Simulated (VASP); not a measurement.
**BP: single point with PBE**

BP:

```
B P
1.0
     0.00000    2.31875    2.31875
     2.31875    0.00000    2.31875
     2.31875    2.31875    0.00000
B P
1 1
Direct
  0.00000 0.00000 0.00000
  0.25000 0.25000 0.25000
```

This cell differs from its parent crystal: volume scaled by 1.06.

```
Program             : VASP 6.6.1
Task                : single point
Functional          : PBE
Potentials or basis : VASP PAW PBE potentials, release 64 (B, P)
Cutoff              : 520 eV
k mesh              : 10 × 10 × 10
Occupations         : gaussian, width 0.02 eV
Spin                : no spin polarisation
```

```
Pressure               : -8.6 GPa
Band gap on the k mesh : 1.33 eV, indirect (least direct gap 3.31 eV)
```

Levels at points of the mesh, in eV from the valence-band top:
```
           k point  band 1  band 2  band 3  band 4  band 5  band 6  band 7  band 8
(0.00, 0.00, 0.00)  -14.89    0.00    0.00    0.00    3.31    3.31    3.31    6.40
(0.50, 0.00, 0.00)  -11.81   -8.58   -1.68   -1.68    3.40    4.67    4.67    9.90
(0.50, 0.50, 0.00)  -10.38   -8.25   -3.88   -3.88    1.46    1.72   11.52   11.52
```

It took 6.2 s on 1 thread of Intel(R) Xeon(R) Platinum 8488C (Sapphire Rapids) (shared host), peak memory 0.14 GiB.

 A k mesh can miss the band edges.
